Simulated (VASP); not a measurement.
# K2Pd: single point with LDA

Crystal: K2Pd.

```
CELL_PARAMETERS angstrom
5.52698 0.00000 0.00000
0.00000 5.52698 0.00000
0.00000 0.00000 3.20305
ATOMIC_POSITIONS crystal
K 0.00000 0.50000 0.50000
K 0.50000 0.00000 0.50000
Pd 0.00000 0.00000 0.00000
```

* Program: VASP 6.6.1
* Task: single point
* Functional: LDA
* Potentials or basis: VASP PAW LDA potentials, release 64 (K_sv, Pd)
* Cutoff: 520 eV
* k mesh: 8 × 8 × 13
* Occupations: fermi-dirac, width 0.1 eV
* Spin: no spin polarisation
* Dipole correction: no
* Further INCAR settings: ALGO = Normal; EDIFF = 1e-06; NBANDS = 21

- Pressure: 0.1 GPa
- Band gap on the k mesh: zero (bands 14 and 15 overlap by 1.94 eV)

Levels at points of the mesh, in eV from the Fermi level:
```
           k point  band 11  band 12  band 13  band 14  band 15  band 16  band 17  band 18
(0.00, 0.00, 0.00)    -2.08    -2.05    -1.30    -1.30     0.54     2.39     2.39     3.46
(0.50, 0.00, 0.00)    -1.99    -1.58    -1.29    -1.22    -0.96     2.23     2.58     3.21
(0.50, 0.50, 0.00)    -1.71    -1.22    -1.22    -1.11    -0.16    -0.16     0.98     3.90
```

It took 2.3 min on 1 thread of Intel(R) Xeon(R) Platinum 8259CL CPU @ 2.50GHz (Skylake/Cascade Lake), with other jobs on the host, peak memory 0.32 GiB.
